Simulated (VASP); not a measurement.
# CdPd (P4/mmm) in VASP: a series of runs

Runs on CdPd. Level: LDA. Tasks: single point.

Program: VASP 6.6.1. These are calculated values, not measurements. Logs are shortened: lines on timing, memory, paths and dates and some standing lists are left out, and cuts for length are marked.

## (1) The cell of the first run

It takes space group P4/mmm (No. 123, tetragonal). The conventional cell has a = 3.028 Å, b = 3.028 Å, c = 3.631 Å, α = 90.00°, β = 90.00°, γ = 90.00°. Within 3.7 Å of Cd (site symmetry 4/mmm) lie 8 Pd at 2.81 Å and 6 Cd at 3.03 to 3.63 Å. Pd (site symmetry 4/mmm) has 8 Cd at 2.81 Å and 6 Pd at 3.03 to 3.63 Å within 3.7 Å.

## (2) Single point, LDA

INCAR

```
PREC = Accurate
ENCUT = 520
EDIFF = 1E-6
ISMEAR = 1
SIGMA = 0.1
LREAL = F
LASPH = T
NELM = 100
ALGO = Normal
ISIF = 2
LWAVE = F
LCHARG = F
NBANDS = 18
```

KPOINTS

```
regular mesh
0
Gamma
  7 7 6
```

POSCAR

```
CdPd
1.0
    3.0276000000      0.0000000000      0.0000000000
    0.0000000000      3.0276000000      0.0000000000
    0.0000000000      0.0000000000      3.6310000000
Cd Pd
1 1
Direct
    0.0000000000      0.0000000000      0.0000000000
    0.5000000000      0.5000000000      0.5000000000
```

Potentials or basis: VASP PAW LDA potentials, release 64 (Cd, Pd).

Launch:

```bash
$ cat potpaw_LDA.64/Cd/POTCAR potpaw_LDA.64/Pd/POTCAR > POTCAR
$ mpirun -np 1 vasp_std > vasp.out
```

OUTCAR:

```text
PREC = Accurate
   ENCUT = 520
   EDIFF = 1E-6
   ISMEAR = 1
   LREAL = F
   LASPH = T
   NELM = 100
   ISIF = 2

 ion  position               nearest neighbor table
   1  0.000  0.000  0.000-   2 2.81   2 2.81   2 2.81   2 2.81   2 2.81   2 2.81   2 2.81   2 2.81

   2  0.500  0.500  0.500-   1 2.81   1 2.81   1 2.81   1 2.81   1 2.81   1 2.81   1 2.81   1 2.81

  LATTYP: Found a simple tetragonal cell.
 ALAT       =     3.0276000000
 C/A-ratio  =     1.1992997754

  Lattice vectors:

 A1 = (   3.0276000000,   0.0000000000,   0.0000000000)
 A2 = (   0.0000000000,   3.0276000000,   0.0000000000)
 A3 = (   0.0000000000,   0.0000000000,   3.6310000000)

Analysis of symmetry for initial positions (statically):
=====================================================================
 Subroutine PRICEL returns:
 Original cell was already a primitive cell.

 Routine SETGRP: Setting up the symmetry group for a
 simple tetragonal supercell.

 Subroutine GETGRP returns: Found 16 space group operations
 (whereof 16 operations were pure point group operations)
 out of a pool of 16 trial point group operations.

The static configuration has the point symmetry D_4h.

Analysis of symmetry for dynamics (positions and initial velocities):
=====================================================================
 Subroutine PRICEL returns:
 Original cell was already a primitive cell.

 Routine SETGRP: Setting up the symmetry group for a
 simple tetragonal supercell.

 Subroutine GETGRP returns: Found 16 space group operations
 (whereof 16 operations were pure point group operations)
 out of a pool of 16 trial point group operations.

The dynamic configuration has the point symmetry D_4h.

 Subroutine INISYM returns: Found 16 space group operations
 (whereof 16 operations are pure point group operations),
 and found     1 'primitive' translations

----------------------------------------------------------------------------------------

                                     Primitive cell

  volume of cell :      33.2831

  direct lattice vectors                    reciprocal lattice vectors
     3.027600000  0.000000000  0.000000000     0.330294623  0.000000000  0.000000000
     0.000000000  3.027600000  0.000000000     0.000000000  0.330294623  0.000000000
     0.000000000  0.000000000  3.631000000     0.000000000  0.000000000  0.275406224

  length of vectors
     3.027600000  3.027600000  3.631000000     0.330294623  0.330294623  0.275406224

  position of ions in fractional coordinates (direct lattice)
     0.000000000  0.000000000  0.000000000
     0.500000000  0.500000000  0.500000000

  ion indices of the primitive-cell ions
   primitive index   ion index
                 1           1
                 2           2

----------------------------------------------------------------------------------------

 KPOINTS: regular mesh

Automatic generation of k-mesh.
 Grid dimensions read from file:
 generate k-points for:    7    7    6

 Generating k-lattice:

  Cartesian coordinates                     Fractional coordinates (reciprocal lattice)
     0.047184946  0.000000000  0.000000000     0.142857143  0.000000000  0.000000000
     0.000000000  0.047184946  0.000000000     0.000000000  0.142857143  0.000000000
     0.000000000  0.000000000  0.045901037     0.000000000  0.000000000  0.166666667

  Length of vectors
     0.047184946  0.047184946  0.045901037

  Shift w.r.t. Gamma in fractional coordinates (k-lattice)
     0.000000000  0.000000000  0.000000000

 Subroutine IBZKPT returns following result:
 ===========================================

 Found     40 irreducible k-points:

 Following reciprocal coordinates:
            Coordinates               Weight
  0.000000  0.000000  0.000000      1.000000
  0.142857  0.000000  0.000000      4.000000
  0.285714  0.000000  0.000000      4.000000
  0.428571  0.000000  0.000000      4.000000
  0.142857  0.142857  0.000000      4.000000
  0.285714  0.142857  0.000000      8.000000
[... 16 lines left out ...]
  0.285714  0.000000  0.333333      8.000000
  0.428571  0.000000  0.333333      8.000000
 [... further k-points ...]
   k-points           NKPTS =     40   k-points in BZ     NKDIM =     40   number of bands    NBANDS=     18
   number of dos      NEDOS =    301   number of ions     NIONS =      2
   total plane-waves  NPLWV =  16128
   dimension x,y,z NGX =    24 NGY =   24 NGZ =   28
   dimension x,y,z NGXF=    48 NGYF=   48 NGZF=   56
   ions per type =               1   1
   NGX,Y,Z   is equivalent  to a cutoff of  13.18, 13.18, 12.82 a.u.
   NGXF,Y,Z  is equivalent  to a cutoff of  26.36, 26.36, 25.64 a.u.
 SYSTEM =  unknown system
   PREC   = accura    normal or accurate (medium, high low for compatibility)
   ISTART =      0    job   : 0-new  1-cont  2-samecut
   ICHARG =      2    charge: 1-file 2-atom 10-const
   ISPIN  =      1    spin polarized calculation?
   LNONCOLLINEAR =      F non collinear calculations
   LSORBIT =      F    spin-orbit coupling
   LASPH  =      T    aspherical Exc in radial PAW
   ENCUT  =  520.0 eV  38.22 Ry    6.18 a.u.   5.63  5.63  6.75*2*pi/ulx,y,z
   NELM   =    100;   NELMIN=  2; NELMDL= -5     # of ELM steps
   EDIFF  = 0.1E-05   stopping-criterion for ELM
   LREAL  =      F    real-space projection
   EDIFFG = 0.1E-04   stopping-criterion for IOM
   NSW    =      0    number of steps for IOM
   IBRION =     -1    ionic relax: 0-MD 1-quasi-New 2-CG
   NFREE  =      0    steps in history (QN), initial steepest desc. (CG)
   ISIF   =      2    stress and relaxation
   ISYM   =      2    0-nonsym 1-usesym 2-fastsym
   POTIM  = 0.5000    time-step for ionic-motion
   TEBEG  =    0.0;   TEEND  =   0.0 temperature during run
   PSTRESS=    0.0 pullay stress
   NELECT =      22.0000    total number of electrons
   NUPDOWN=      -1.0000    fix difference up-down
   EMIN   =  10.00;   EMAX   =-10.00  energy-range for DOS
   EFERMI =   0.00;   METHOD = LEGACY
   ISMEAR =     1;   SIGMA  =   0.10  broadening in eV -4-tet -1-fermi 0-gaus
   EFERMI_NEDOS =   21; number of points for ismear=-14 and -15
   IALGO  =     38    algorithm
   IMIX   =      4    mixing-type and parameters
     AMIX     =   0.40;   BMIX     =  1.00
     AMIX_MAG =   1.60;   BMIX_MAG =  1.00
  volume/ion in A,a.u.               =      16.64       112.30
  Fermi-wavevector in a.u.,A,eV,Ry     =   1.426072  2.694884 27.669896  2.033680
  Thomas-Fermi vector in A             =   2.546388
   LORBIT       =      0    0 simple, 1 ext, 2 COOP (PROOUT), +10 PAW based schemes
   GGA     = CA    functional components
   LHFCALC =     F    Hartree Fock is set to
   AEXX    =    0.0000 exact exchange contribution
   IVDW    =     0    specifies the selected vdW correction
   LEPSILON=     F    determine dielectric tensor
   LRPA    =     F    only Hartree local field effects (RPA)
 non-spin polarized calculation
 Methfessel and Paxton  Order N= 1 SIGMA  =   0.10
  energy-cutoff  :      520.00
  volume of cell :       33.28
 maximum number of plane-waves:       910
 NGX is ok and might be reduce to    24
   NGX = 11   NGY = 11   NGZ = 13

 number of electron      21.9999995 magnetization

 Free energy of the ion-electron system (eV)
  ---------------------------------------------------
  ext. energy  EPLUGINS =         0.00000000
  ---------------------------------------------------
  free energy    TOTEN  =        -8.84158996 eV

  energy without entropy =       -8.84043122  energy(sigma->0) =       -8.84120372

 E-fermi :   6.3901     XC(G=0): -12.7914

 val. band max:        6.3771390159   @ k =   0.4286   0.4286   0.1667
 cond. band min:       6.4083102007   @ k =   0.4286   0.1429   0.5000
 fundamental gap:      0.0311711849
 Fermi energy:         6.3900937910

 k-point     1 :       0.0000    0.0000    0.0000
  band No.  band energies     occupation
      1      -3.1882      2.00000
      2      -3.0292      2.00000
      3      -2.4742      2.00000
      4      -2.1394      2.00000
      5      -2.1394      2.00000
      6      -1.8829      2.00000
[... 10 lines left out ...]
     17      21.0974      0.00000
     18      22.6400      0.00000

 k-point     2 :       0.1429    0.0000    0.0000
  band No.  band energies     occupation
      1      -3.0917      2.00000
      2      -2.8662      2.00000
      3      -2.2173      2.00000
      4      -2.1188      2.00000
      5      -2.1073      2.00000
      6      -1.9529      2.00000
[... 10 lines left out ...]
     17      22.6813      0.00000
     18      23.5480      0.00000

 k-point     3 :       0.2857    0.0000    0.0000
  band No.  band energies     occupation
      1      -2.9411      2.00000
      2      -2.5188      2.00000
      3      -2.3876      2.00000
      4      -2.1065      2.00000
      5      -2.0337      2.00000
      6      -0.9672      2.00000
[... 10 lines left out ...]
     17      21.0619      0.00000
     18      21.6658      0.00000

 k-point     4 :       0.4286    0.0000    0.0000
  band No.  band energies     occupation
      1      -2.8291      2.00000
      2      -2.5198      2.00000
      3      -2.2594      2.00000
      4      -2.2261      2.00000
      5      -1.9729      2.00000
      6       0.7303      2.00000
[... 375 lines left out ...]
      4      -2.1274      2.00000
      5      -1.9403      2.00000
      6      -0.5519      2.00000
[... 10 lines left out ...]
     17      22.0063      0.00000
     18      22.6681      0.00000

 k-point    23 :       0.2857    0.0000    0.3333
  band No.  band energies     occupation
      1      -2.9197      2.00000
      2      -2.6788      2.00000
      3      -2.2107      2.00000
      4      -2.1991      2.00000
      5      -2.1029      2.00000
      6       0.3613      2.00000
[... 10 lines left out ...]
     17      21.8291      0.00000
     18      22.7654      0.00000

 k-point    24 :       0.4286    0.0000    0.3333
  band No.  band energies     occupation
      1      -2.9057      2.00000
      2      -2.8736      2.00000
      3      -2.3325      2.00000
      4      -2.1494      2.00000
      5      -1.9300      2.00000
      6       1.3955      2.00000
[... 10 lines left out ...]
     17      21.0072      0.00000
     18      22.9612      0.00000

 [... further k-points ...]
[... 5 lines left out ...]
  --------------------------------------------------------------------------------------
  -------------------------------------------------------------------------------------
  Total       -1.1696247     -1.1696247     -0.7488082      0.0000000      0.0000000     -0.0000000
  in kB      -56.3033018    -56.3033018    -36.0460728      0.0000000      0.0000000     -0.0000000
  external PRESSURE =     -49.5508922 kB  Pullay stress =       0.0000000 kB

 VOLUME and BASIS-vectors are now :
 -----------------------------------------------------------------------------
  energy-cutoff  :      520.00
  volume of cell :       33.28
      direct lattice vectors                 reciprocal lattice vectors
     3.027600000  0.000000000  0.000000000     0.330294623  0.000000000  0.000000000
     0.000000000  3.027600000  0.000000000     0.000000000  0.330294623  0.000000000
     0.000000000  0.000000000  3.631000000     0.000000000  0.000000000  0.275406224

 POSITION                                       TOTAL-FORCE (eV/Angst)
 -----------------------------------------------------------------------------------
      0.00000      0.00000      0.00000         0.000000      0.000000      0.000000
      1.51380      1.51380      1.81550         0.000000      0.000000      0.000000
 -----------------------------------------------------------------------------------
    total drift:                                0.000000      0.000000     -0.000000

  FREE ENERGIE OF THE ION-ELECTRON SYSTEM (eV)
  ---------------------------------------------------
  free  energy   TOTEN  =        -8.8415899626 eV

  energy  without entropy=       -8.8404312242  energy(sigma->0) =       -8.84120372
```

Wall time 11 s (1 thread of AMD EPYC 7R13 (Zen 3), shared host); peak memory 0.12 GiB.

What came out:

| Quantity | Value |
| --- | --- |
| Free energy | -8.8416 eV |
| Pressure | -5.0 GPa |
| Band gap on the k mesh | zero (band 11 reaches 9.36 eV, above the bottom of band 12 at 4.60 eV) |

Stress tensor (GPa, compression positive):
```
-5.63  0.00  0.00
 0.00 -5.63  0.00
 0.00  0.00 -3.60
```

## (3) Single point, LDA

INCAR

```
SYSTEM = CdPd
  PREC = Accurate
  ENCUT = 520
  EDIFF = 1E-7
  ISMEAR = 1
  SIGMA = 0.1
  LREAL = .FALSE.
  LASPH = .TRUE.
  NELM = 80
  ALGO = Normal
  ISIF = 2
  LWAVE = .FALSE.
  LCHARG = .TRUE.
  LELF = .TRUE.
  LVHAR = .TRUE.
  NBANDS = 18
```

KPOINTS

```
regular mesh
0
G
  7 7 6
  0 0 0
```

POSCAR is that of step 2.

Potentials or basis: VASP PAW LDA potentials, release 64 (Cd, Pd).

Launch:

```bash
$ cat potpaw_LDA.64/Cd/POTCAR potpaw_LDA.64/Pd/POTCAR > POTCAR
$ mpirun -np 1 vasp_std > vasp.out
```

Run time: 12 s. Hardware: 1 thread of AMD EPYC 7R13 (Zen 3), shared host; peak memory 0.12 GiB.

Results (log left out):

```yaml
Free_energy: -8.8416 eV
Pressure: -5.0 GPa
Band_gap_on_the_k_mesh: zero (band 11 reaches 9.36 eV, above the bottom of band 12 at 4.60 eV)
```

Stress tensor (GPa, compression positive):
```
-5.63  0.00  0.00
 0.00 -5.63  0.00
 0.00  0.00 -3.60
```

Levels at points of the mesh, in eV from the Fermi level:
```tsv
k point	band 9	band 10	band 11	band 12	band 13	band 14
(0.00, 0.00, 0.00)	-1.92	-1.92	-1.65	2.87	7.93	7.93
(0.00, 0.00, 0.50)	-2.60	-2.60	-1.89	-1.76	12.69	12.69
```
